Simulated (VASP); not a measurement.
A run of VASP 6.6.1 is set up as follows.

INCAR

```
PREC     = Accurate       # precision mode
ENCUT    = 520            # plane-wave cutoff, eV
EDIFF    = 1E-7           # SCF threshold, eV
ISMEAR   = 0              # smearing method
SIGMA    = 0.05           # smearing width, eV
LREAL    = F              # projectors in reciprocal space
LASPH    = T              # aspherical terms in the spheres
NELM     = 100            # most SCF steps
ALGO     = Normal         # electronic algorithm
ISIF     = 2              # what is computed and relaxed
LWAVE    = F              # write WAVECAR
LCHARG   = F              # write CHGCAR
GGA      = CA             # functional
NBANDS   = 41             # bands
```

KPOINTS

```
regular mesh
0
Gamma
  6 6 6
```

The input POSCAR:

```
AlGa3N4
1.0
    4.5588671544      0.2843948881      0.2843948881
    0.2843948881      4.5588671544      0.2843948881
    0.2843948881      0.2843948881      4.5588671544
Al Ga N
1 3 4
Direct
    0.0000000000      0.0000000000      0.0000000000
    0.5000000000      0.5000000000      0.0000000000
    0.5000000000      0.0000000000      0.5000000000
    0.0000000000      0.5000000000      0.5000000000
    0.7548078379      0.7548078379      0.2451921621
    0.7548078379      0.2451921621      0.7548078379
    0.2451921621      0.7548078379      0.7548078379
    0.2451921621      0.2451921621      0.2451921621
```

Potentials or basis: VASP PAW LDA potentials, release 64 (Al, Ga_d, N).

Launch:

```bash
$ cat potpaw_LDA.64/Al/POTCAR potpaw_LDA.64/Ga_d/POTCAR potpaw_LDA.64/N/POTCAR > POTCAR
$ mpirun -np 1 vasp_std > vasp.out
```

Task: What does it give for the pressure?

Result: -5.3 GPa.

Task: What does it give for the largest force?

Result: 0.340 eV/Å.

Task: Estimate the band gap on the k mesh.

Result: 0.82 eV, direct.

Stress tensor (GPa, compression positive):
```
 -5.30 -17.66 -17.66
-17.66  -5.30 -17.66
-17.66 -17.66  -5.30
```

Expect the measured gap to be larger: semilocal functionals such as LDA lack the derivative discontinuity.
